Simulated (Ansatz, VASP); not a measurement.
## Two plane-wave programs on InAs

The input POSCAR:

```
InAs
1.0
    0.0000000000      3.0545904709      3.0545904709
    3.0545904709      0.0000000000      3.0545904709
    3.0545904709      3.0545904709      0.0000000000
In As
1 1
Direct
    0.0000000000      0.0000000000      0.0000000000
    0.2500000000      0.2500000000      0.2500000000
```

File INCAR.step1:

```
SYSTEM = InAs
  ALGO = Normal
  EDIFF = 1E-5
  ENCUT = 520
  GGA = PE
  ISIF = 2
  ISMEAR = -1
  LASPH = .True.
  LCHARG = .False.
  LREAL = .False.
  LWAVE = .True.
  NBANDS = 16
  NELM = 60
  PREC = Accurate
  SIGMA = 0.02
```

The input INCAR.step2:

```
SYSTEM = InAs
  ALGO = Normal
  EDIFF = 1E-6
  ENCUT = 520
  GGA = PE
  HFSCREEN = 0.2079
  ISIF = 2
  ISMEAR = -1
  ISTART = 1
  LASPH = .True.
  LCHARG = .False.
  LHFCALC = .True.
  LREAL = .False.
  LWAVE = .False.
  NBANDS = 16
  NELM = 60
  PREC = Accurate
  PRECFOCK = Normal
  SIGMA = 0.02
```

Contents of KPOINTS:

```
k-points
0
Gamma
  6 6 6
  0 0 0
```

Input for Ansatz:

```yaml
crystal:
  lattice:
    - [0.0, 3.0545904709, 3.0545904709]
    - [3.0545904709, 0.0, 3.0545904709]
    - [3.0545904709, 3.0545904709, 0.0]
  atoms:
    - { symbol: In, position: [0.0, 0.0, 0.0] }
    - { symbol: As, position: [0.25, 0.25, 0.25] }
kpoints:
  mp_grid: { grid: [6, 6, 6] }
  band_path:
    path:
      - [0.0, 0.0, 0.0]
      - [-0.5, -0.5, 0.0]
      - [-0.375, -0.375, 0.25]
      - [-0.375, 0.0, 0.375]
      - [0.0, 0.0, 0.5]
      - [-0.5, -0.25, 0.25]
    npoints: 1
hamiltonian:
  xc: hse06
scf:
  occupations: { method: fermi_dirac, width: 0.02 }
  n_extra_bands: 4
output:
  forces: true
  stress: true
  eigenvalues: true
```

Alike in both runs: task single point; functional HSE06; k mesh 6 × 6 × 6; occupations fermi-dirac, width 0.02 eV; no spin polarisation.

|  | VASP | Ansatz |
| --- | --- | --- |
| version | VASP 6.6.1 | Ansatz 0.2.0 |
| potentials or method | VASP PAW PBE potentials, release 64 (In_d, As) | plane waves, PAW |
| plane-wave cutoff (eV) | 520 | 420 |
| valence electrons in the cell | 18 | 28 |

|  | VASP | Ansatz | Ansatz less VASP |
| --- | --- | --- | --- |
| pressure (GPa) | -0.2 | 0.0 | +0.20 |

VASP's potentials hold 18 valence electrons a cell and Ansatz's 28, so a difference there can come from the potentials and not from the codes. Ansatz's warnings: stress exchange threshold loose, stress scf threshold loose.
